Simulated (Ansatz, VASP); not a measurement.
# YHg in VASP and in Ansatz

INCAR

```
  PREC = Accurate
  ENCUT = 520
  EDIFF = 1E-8
  ISMEAR = -1
  SIGMA = 0.08
  LREAL = F
  LASPH = T
  NELM = 80
  ALGO = Normal
  ISIF = 2
  LWAVE = F
  LCHARG = F
  LEFG = T
  NBANDS = 18
```

File KPOINTS:

```
Automatic mesh
0
Gamma
  11 11 11
```

File POSCAR:

```
YHg
1.0
    3.6322371431      0.0000000000      0.0000000000
    0.0000000000      3.6322371431      0.0000000000
    0.0000000000      0.0000000000      3.6322371431
Y Hg
1 1
Direct
    0.5000000000      0.5000000000      0.5000000000
    0.0000000000      0.0000000000      0.0000000000
```

Input for Ansatz:

```yaml
crystal:
  lattice:
    - [3.6322371431, 0.0, 0.0]
    - [0.0, 3.6322371431, 0.0]
    - [0.0, 0.0, 3.6322371431]
  atoms:
    - { symbol: "Y", position: [0.5, 0.5, 0.5] }
    - { symbol: Hg, position: [0.0, 0.0, 0.0] }
kpoints:
  mp_grid: { grid: [11, 11, 11] }
scf:
  occupations: { method: fermi_dirac, width: 0.08 }
hamiltonian:
  xc: lda
  pseudopotentials: { kind: all_electron, datasets: crystal }
output:
  forces: true
  stress: true
  eigenvalues: true
  efg: { contact_densities: true }
```

Change from the starting cell: volume scaled by 0.96, crystal datasets.

Alike in both runs: task electric field gradients; functional LDA; k mesh 11 × 11 × 11; occupations fermi-dirac, width 0.08 eV; no spin polarisation.

|  | VASP | Ansatz |
| --- | --- | --- |
| version | VASP 6.6.1 | Ansatz 0.2.0 |
| potentials or method | VASP PAW LDA potentials, release 64 (Y_sv, Hg), cutoff 520 eV | all-electron PAW with datasets made for the crystal, scalar-relativistic |

Ansatz gave:

```
pressure (GPa) : -0.5
```

Question: Which values does VASP return?

Answer: Pressure (GPa): -0.3.

LDA's correlation is that of Perdew and Zunger in VASP and of Perdew and Wang (1992) in Ansatz. Ansatz ran all-electron here, and VASP with PAW potentials.

Neither program's run includes spin-orbit coupling.
